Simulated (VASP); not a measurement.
# AlN (AlN (P6_3mc)) (P6_3mc) in VASP: single point with PBE

Aim: the single point of AlN (AlN (P6_3mc)) with PBE.

Everything below comes from runs of VASP 6.6.1. Logs are shortened: lines on timing, memory, paths and dates and some standing lists are left out, and cuts for length are marked.

## Step 1: The cell of the first run

It takes space group P6_3mc (No. 186, hexagonal). Conventional cell: a = 3.130 Å, b = 3.130 Å, c = 5.017 Å, α = 90.00°, β = 90.00°, γ = 120.00°. Within 2.5 Å of Al (site symmetry 3m) lie 4 N at 1.90 to 1.91 Å. N (site symmetry 3m) has 4 Al at 1.90 to 1.91 Å within 2.5 Å.

## Step 2: Single point, PBE

File INCAR:

```
PREC     = Accurate       # precision mode
ENCUT    = 520            # plane-wave cutoff, eV
EDIFF    = 1E-7           # SCF threshold, eV
ISMEAR   = 0              # smearing method
SIGMA    = 0.01           # smearing width, eV
LREAL    = False          # projectors in reciprocal space
LASPH    = True           # aspherical terms in the spheres
NELM     = 80             # most SCF steps
ALGO     = Normal         # electronic algorithm
ISIF     = 2              # what is computed and relaxed
LWAVE    = False          # write WAVECAR
LCHARG   = True           # write CHGCAR
GGA      = PE             # functional
LELF     = True           # ELF
LVHAR    = True         
NBANDS   = 16             # bands
```

File KPOINTS:

```
regular mesh
0
Gamma
  10 10 6
```

File POSCAR:

```
AlN
1.0
    3.1297569564      0.0000000289      0.0000000000
   -1.5648785032      2.7104490175      0.0000000000
    0.0000000000      0.0000000000      5.0174032965
Al N
2 2
Direct
    0.6666666667      0.3333333333      0.4992353738
    0.3333333333      0.6666666667      0.9992353738
    0.6666666667      0.3333333333      0.8807646262
    0.3333333333      0.6666666667      0.3807646262
```

Potentials or basis: VASP PAW PBE potentials, release 64 (Al, N).

Launch:

```sh
$ cat potpaw_PBE.64/Al/POTCAR potpaw_PBE.64/N/POTCAR > POTCAR
$ mpirun -np 1 vasp_std > vasp.out
```

OUTCAR:

```text
PREC = Accurate
   ENCUT = 520
   EDIFF = 1E-7
   ISMEAR = 0
   LREAL = False
   LASPH = True
   NELM = 80
   ISIF = 2
   GGA = PE

 ion  position               nearest neighbor table
   1  0.667  0.333  0.499-   4 1.90   4 1.90   4 1.90   3 1.91   2 3.09   2 3.09   2 3.09   2 3.09
                             2 3.09   2 3.09
   2  0.333  0.667  0.999-   3 1.90   3 1.90   3 1.90   4 1.91   1 3.09   1 3.09   1 3.09   1 3.09
                             1 3.09   1 3.09
   3  0.667  0.333  0.881-   2 1.90   2 1.90   2 1.90   1 1.91
   4  0.333  0.667  0.381-   1 1.90   1 1.90   1 1.90   2 1.91

  LATTYP: Found a hexagonal cell.
 ALAT       =     3.1297569564
 C/A-ratio  =     1.6031287306

  Lattice vectors:

 A1 = (   3.1297569564,   0.0000000289,   0.0000000000)
 A2 = (  -1.5648785032,   2.7104490175,   0.0000000000)
 A3 = (   0.0000000000,   0.0000000000,   5.0174032965)

Analysis of symmetry for initial positions (statically):
=====================================================================
 Subroutine PRICEL returns:
 Original cell was already a primitive cell.

 Routine SETGRP: Setting up the symmetry group for a
 hexagonal supercell.

 Subroutine GETGRP returns: Found 12 space group operations
 (whereof  6 operations were pure point group operations)
 out of a pool of 24 trial point group operations.

The static configuration has the point symmetry C_3v.
 The point group associated with its full space group is C_6v.

Analysis of symmetry for dynamics (positions and initial velocities):
=====================================================================
 Subroutine PRICEL returns:
 Original cell was already a primitive cell.

 Routine SETGRP: Setting up the symmetry group for a
 hexagonal supercell.

 Subroutine GETGRP returns: Found 12 space group operations
 (whereof  6 operations were pure point group operations)
 out of a pool of 24 trial point group operations.

The dynamic configuration has the point symmetry C_3v.
 The point group associated with its full space group is C_6v.

 Subroutine INISYM returns: Found 12 space group operations
 (whereof  6 operations are pure point group operations),
 and found     1 'primitive' translations

----------------------------------------------------------------------------------------

                                     Primitive cell

  volume of cell :      42.5629

  direct lattice vectors                    reciprocal lattice vectors
     3.129756956  0.000000029  0.000000000     0.319513626  0.184471282  0.000000000
    -1.564878503  2.710449017  0.000000000    -0.000000003  0.368942558  0.000000000
     0.000000000  0.000000000  5.017403297     0.000000000  0.000000000  0.199306283

  length of vectors
     3.129756956  3.129756956  5.017403297     0.368942558  0.368942558  0.199306283

  position of ions in fractional coordinates (direct lattice)
     0.666666667  0.333333333  0.499235374
     0.333333333  0.666666667  0.999235374
     0.666666667  0.333333333  0.880764626
     0.333333333  0.666666667  0.380764626

  ion indices of the primitive-cell ions
   primitive index   ion index
                 1           1
                 2           2
                 3           3
                 4           4

----------------------------------------------------------------------------------------

 KPOINTS: regular mesh

Automatic generation of k-mesh.
 Grid dimensions read from file:
 generate k-points for:   10   10    6

 Generating k-lattice:

  Cartesian coordinates                     Fractional coordinates (reciprocal lattice)
     0.031951363  0.018447128  0.000000000     0.100000000  0.000000000  0.000000000
    -0.000000000  0.036894256  0.000000000     0.000000000  0.100000000  0.000000000
     0.000000000  0.000000000  0.033217714     0.000000000  0.000000000  0.166666667

  Length of vectors
     0.036894256  0.036894256  0.033217714

  Shift w.r.t. Gamma in fractional coordinates (k-lattice)
     0.000000000  0.000000000  0.000000000

 Subroutine IBZKPT returns following result:
 ===========================================

 Found     56 irreducible k-points:

 Following reciprocal coordinates:
            Coordinates               Weight
  0.000000  0.000000  0.000000      1.000000
  0.100000  0.000000  0.000000      6.000000
  0.200000  0.000000  0.000000      6.000000
  0.300000  0.000000  0.000000      6.000000
  0.400000  0.000000  0.000000      6.000000
  0.500000  0.000000  0.000000      3.000000
[... 16 lines left out ...]
  0.300000  0.100000  0.166667     24.000000
  0.400000  0.100000  0.166667     24.000000
 [... further k-points ...]
   k-points           NKPTS =     56   k-points in BZ     NKDIM =     56   number of bands    NBANDS=     16
   number of dos      NEDOS =    301   number of ions     NIONS =      4
   total plane-waves  NPLWV =  23040
   dimension x,y,z NGX =    24 NGY =   24 NGZ =   40
   dimension x,y,z NGXF=    48 NGYF=   48 NGZF=   80
   ions per type =               2   2
   NGX,Y,Z   is equivalent  to a cutoff of  12.75, 12.75, 13.25 a.u.
   NGXF,Y,Z  is equivalent  to a cutoff of  25.50, 25.50, 26.51 a.u.
 SYSTEM =  unknown system
   PREC   = accura    normal or accurate (medium, high low for compatibility)
   ISTART =      0    job   : 0-new  1-cont  2-samecut
   ICHARG =      2    charge: 1-file 2-atom 10-const
   ISPIN  =      1    spin polarized calculation?
   LNONCOLLINEAR =      F non collinear calculations
   LSORBIT =      F    spin-orbit coupling
   LASPH  =      T    aspherical Exc in radial PAW
   ENCUT  =  520.0 eV  38.22 Ry    6.18 a.u.   5.82  5.82  9.33*2*pi/ulx,y,z
   NELM   =     80;   NELMIN=  2; NELMDL= -5     # of ELM steps
   EDIFF  = 0.1E-06   stopping-criterion for ELM
   LREAL  =      F    real-space projection
   EDIFFG = 0.1E-05   stopping-criterion for IOM
   NSW    =      0    number of steps for IOM
   IBRION =     -1    ionic relax: 0-MD 1-quasi-New 2-CG
   NFREE  =      0    steps in history (QN), initial steepest desc. (CG)
   ISIF   =      2    stress and relaxation
   ISYM   =      2    0-nonsym 1-usesym 2-fastsym
   POTIM  = 0.5000    time-step for ionic-motion
   TEBEG  =    0.0;   TEEND  =   0.0 temperature during run
   PSTRESS=    0.0 pullay stress
   NELECT =      16.0000    total number of electrons
   NUPDOWN=      -1.0000    fix difference up-down
   EMIN   =  10.00;   EMAX   =-10.00  energy-range for DOS
   EFERMI =   0.00;   METHOD = LEGACY
   ISMEAR =     0;   SIGMA  =   0.01  broadening in eV -4-tet -1-fermi 0-gaus
   EFERMI_NEDOS =   21; number of points for ismear=-14 and -15
   IALGO  =     38    algorithm
   IMIX   =      4    mixing-type and parameters
     AMIX     =   0.40;   BMIX     =  1.00
     AMIX_MAG =   1.60;   BMIX_MAG =  1.00
  volume/ion in A,a.u.               =      10.64        71.81
  Fermi-wavevector in a.u.,A,eV,Ry     =   1.181511  2.232733 18.993310  1.395969
  Thomas-Fermi vector in A             =   2.317783
   LORBIT       =      0    0 simple, 1 ext, 2 COOP (PROOUT), +10 PAW based schemes
   GGA     = PE    functional components
   LHFCALC =     F    Hartree Fock is set to
   AEXX    =    0.0000 exact exchange contribution
   IVDW    =     0    specifies the selected vdW correction
   LEPSILON=     F    determine dielectric tensor
   LRPA    =     F    only Hartree local field effects (RPA)
 non-spin polarized calculation
 Gauss-broadening in eV      SIGMA  =   0.01
  energy-cutoff  :      520.00
  volume of cell :       42.56
 maximum number of plane-waves:      1170
 NGX is ok and might be reduce to    24
   NGX = 11   NGY = 11   NGZ = 19

 number of electron      15.9999998 magnetization

 Free energy of the ion-electron system (eV)
  ---------------------------------------------------
  ext. energy  EPLUGINS =         0.00000000
  ---------------------------------------------------
  free energy    TOTEN  =       -29.78052113 eV

  energy without entropy =      -29.78052113  energy(sigma->0) =      -29.78052113

 E-fermi :   6.0593     XC(G=0): -10.8288

 val. band max:        5.9681326230   @ k =   0.0000   0.0000   0.0000
 cond. band min:      10.0150761782   @ k =   0.0000   0.0000   0.0000
 fundamental gap:      4.0469435553
 Fermi energy:         6.0592843841

 k-point     1 :       0.0000    0.0000    0.0000
  band No.  band energies     occupation
      1      -9.1016      2.00000
      2      -7.0177      2.00000
      3       0.0608      2.00000
      4       5.1231      2.00000
      5       5.1231      2.00000
      6       5.7657      2.00000
[... 8 lines left out ...]
     15      18.9377      0.00000
     16      18.9377      0.00000

 k-point     2 :       0.1000    0.0000    0.0000
  band No.  band energies     occupation
      1      -8.9772      2.00000
      2      -6.9477      2.00000
      3       0.2101      2.00000
      4       4.5483      2.00000
      5       4.9627      2.00000
      6       5.1958      2.00000
[... 8 lines left out ...]
     15      18.8941      0.00000
     16      19.0024      0.00000

 k-point     3 :       0.2000    0.0000    0.0000
  band No.  band energies     occupation
      1      -8.6201      2.00000
      2      -6.7652      2.00000
      3       0.6465      2.00000
      4       3.2554      2.00000
      5       4.0950      2.00000
      6       4.6131      2.00000
[... 8 lines left out ...]
     15      18.0669      0.00000
     16      18.5992      0.00000

 k-point     4 :       0.3000    0.0000    0.0000
  band No.  band energies     occupation
      1      -8.0871      2.00000
      2      -6.5590      2.00000
      3       1.3258      2.00000
      4       1.9185      2.00000
      5       2.9938      2.00000
      6       4.2561      2.00000
[... 8 lines left out ...]
     15      17.8363      0.00000
     16      19.7723      0.00000

 k-point     5 :       0.4000    0.0000    0.0000
  band No.  band energies     occupation
      1      -7.5062      2.00000
      2      -6.4690      2.00000
      3       0.9430      2.00000
      4       2.0940      2.00000
      5       2.2223      2.00000
      6       4.0039      2.00000
[... 8 lines left out ...]
     15      18.2719      0.00000
     16      20.8511      0.00000

 k-point     6 :       0.5000    0.0000    0.0000
  band No.  band energies     occupation
      1      -7.1869      2.00000
      2      -6.5116      2.00000
      3       0.5917      2.00000
      4       1.8458      2.00000
      5       2.6729      2.00000
      6       3.9139      2.00000
[... 8 lines left out ...]
     15      18.6504      0.00000
     16      20.8700      0.00000
[... 267 lines left out ...]
 k-point    21 :       0.1000    0.1000    0.1667
  band No.  band energies     occupation
      1      -8.6377      2.00000
      2      -6.9966      2.00000
      3       0.7893      2.00000
      4       3.9259      2.00000
      5       3.9273      2.00000
      6       4.8354      2.00000
[... 8 lines left out ...]
     15      18.2802      0.00000
     16      19.1450      0.00000

 k-point    22 :       0.2000    0.1000    0.1667
  band No.  band energies     occupation
      1      -8.1989      2.00000
      2      -6.7664      2.00000
      3       1.1722      2.00000
      4       2.7070      2.00000
      5       3.1585      2.00000
      6       4.3401      2.00000
[... 8 lines left out ...]
     15      18.1872      0.00000
     16      19.5285      0.00000

 k-point    23 :       0.3000    0.1000    0.1667
  band No.  band energies     occupation
      1      -7.6463      2.00000
      2      -6.5663      2.00000
      3       1.1312      2.00000
      4       1.9574      2.00000
      5       2.7063      2.00000
      6       3.8759      2.00000
[... 8 lines left out ...]
     15      18.1615      0.00000
     16      20.1966      0.00000

 k-point    24 :       0.4000    0.1000    0.1667
  band No.  band energies     occupation
      1      -7.1682      2.00000
      2      -6.5260      2.00000
      3       0.6342      2.00000
      4       1.6200      2.00000
      5       2.9482      2.00000
      6       3.7109      2.00000
[... 8 lines left out ...]
     15      18.4336      0.00000
     16      20.6668      0.00000

 [... further k-points ...]

------------------------ aborting loop because EDIFF is reached ----------------------------------------

  FORCE on cell =-STRESS in cart. coord.  units (eV):
  Direction    XX          YY          ZZ          XY          YZ          ZX
  --------------------------------------------------------------------------------------
  -------------------------------------------------------------------------------------
  Total       -0.0526872     -0.0526872     -0.0389868     -0.0000000      0.0000000     -0.0000000
  in kB       -1.9832855     -1.9832855     -1.4675657     -0.0000000      0.0000000     -0.0000000
  external PRESSURE =      -1.8113789 kB  Pullay stress =       0.0000000 kB

 VOLUME and BASIS-vectors are now :
 -----------------------------------------------------------------------------
  energy-cutoff  :      520.00
  volume of cell :       42.56
      direct lattice vectors                 reciprocal lattice vectors
     3.129756956  0.000000029  0.000000000     0.319513626  0.184471282  0.000000000
    -1.564878503  2.710449017  0.000000000    -0.000000003  0.368942558  0.000000000
     0.000000000  0.000000000  5.017403297     0.000000000  0.000000000  0.199306283

 POSITION                                       TOTAL-FORCE (eV/Angst)
 -----------------------------------------------------------------------------------
      1.56488      0.90348      2.50487         0.000000      0.000000      0.000192
     -0.00000      1.80697      5.01357         0.000000     -0.000000      0.000192
      1.56488      0.90348      4.41915        -0.000000     -0.000000     -0.000192
     -0.00000      1.80697      1.91045         0.000000      0.000000     -0.000192
 -----------------------------------------------------------------------------------
    total drift:                               -0.000000     -0.000000      0.000531

  FREE ENERGIE OF THE ION-ELECTRON SYSTEM (eV)
  ---------------------------------------------------
  free  energy   TOTEN  =       -29.7805211263 eV

  energy  without entropy=      -29.7805211263  energy(sigma->0) =      -29.78052113
```

Wall time 24 s (1 thread of Intel Xeon Platinum 8488C (Sapphire Rapids), shared host); peak memory 0.17 GiB.

Results:

| Item | Value |
| --- | --- |
| Free energy | -29.7805 eV |
| Pressure | -0.2 GPa |
| Band gap on the k mesh | 4.05 eV, direct |

A k mesh can miss the band edges. As with any semilocal functional, this PBE gap is likely too small.
